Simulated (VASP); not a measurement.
Runs of VASP 6.6.1 on Al2O3. The structure is that of space group P-6m2 (No. 187), or close to it. The cells are those of the table. 

```csv
cell,gap on the mesh (eV),pressure (GPa),largest force (eV/Å)
"a = 2.617, b = 2.617, c = 9.126 Å, angles 90.0, 90.0, 120.0°, 5 atoms",3.99,21.8,3.65
"a = 2.895, b = 2.895, c = 7.456 Å, angles 90.0, 90.0, 120.0°, 5 atoms",5.17,-2.7,0.66
"a = 2.936, b = 2.936, c = 7.247 Å, angles 90.0, 90.0, 120.0°, 5 atoms",4.64,(a),1.34
"a = 2.810, b = 2.810, c = 7.915 Å, angles 90.0, 90.0, 120.0°, 5 atoms",(b),3.2,0.73
"a = 2.766, b = 2.766, c = 8.164 Å, angles 90.0, 90.0, 120.0°, 5 atoms",6.17,(c),1.43
"a = 3.015, b = 3.015, c = 6.875 Å, angles 90.0, 90.0, 120.0°, 5 atoms",3.61,-8.7,2.65
"a = 2.687, b = 2.687, c = 8.651 Å, angles 90.0, 90.0, 120.0°, 5 atoms",5.32,14.0,2.66
"a = 3.076, b = 3.076, c = 6.602 Å, angles 90.0, 90.0, 120.0°, 5 atoms",2.81,-10.8,3.71
```

Alike in all rows: task single point; level r2SCAN; potentials or basis VASP PAW PBE potentials, release 64 (Al, O); no spin polarisation; k mesh 12 × 12 × 4; cutoff (eV) 520; smearing gaussian 0.05 eV.

Estimate the missing entries.

(a) -5.0; (b) 6.12; (c) 6.7.

Caveats: the PAW data sets were made with another functional, which shifts forces and pressure a little; the cell stands under pressure (at least some runs); the cell stands under tension (at least some runs).

A k mesh can miss the band edges.
